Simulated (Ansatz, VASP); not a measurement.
# One calculation of NaI, two programs

```
Na I
1.0
     5.14527    0.00000    0.00000
    -2.57263    4.45593    0.00000
     0.00000    0.00000    8.00599
Na I
2 2
Direct
  0.33333 0.66667 0.99367
  0.66667 0.33333 0.49367
  0.33333 0.66667 0.38233
  0.66667 0.33333 0.88233
```

Alike in both runs: functional PBE; k mesh 10 × 10 × 6; occupations fermi-dirac, width 0.08 eV; no spin polarisation.

Ansatz relaxed the structure, and its values are those at the end. VASP's run is a single point on that final structure, the one shown.

|  | VASP | Ansatz |
| --- | --- | --- |
| version | VASP 6.6.1 | Ansatz 0.2.0 |
| potentials or method | VASP PAW PBE potentials, release 64 (Na_pv, I) | PAW with Ansatz's default frozen-core files, scalar-relativistic |
| plane-wave cutoff (eV) | 520 | 420 |
| valence electrons in the cell | 28 | 52 |

|  | VASP | Ansatz | Ansatz less VASP |
| --- | --- | --- | --- |
| pressure (GPa) | 0.0 | 0.0 | -0.01 |

The functional is the same, so the differences come from potentials, cutoffs and numerics. VASP's potentials hold 28 valence electrons a cell and Ansatz's 52, so a difference there can come from the potentials and not from the codes.

Neither program's run includes spin-orbit coupling.
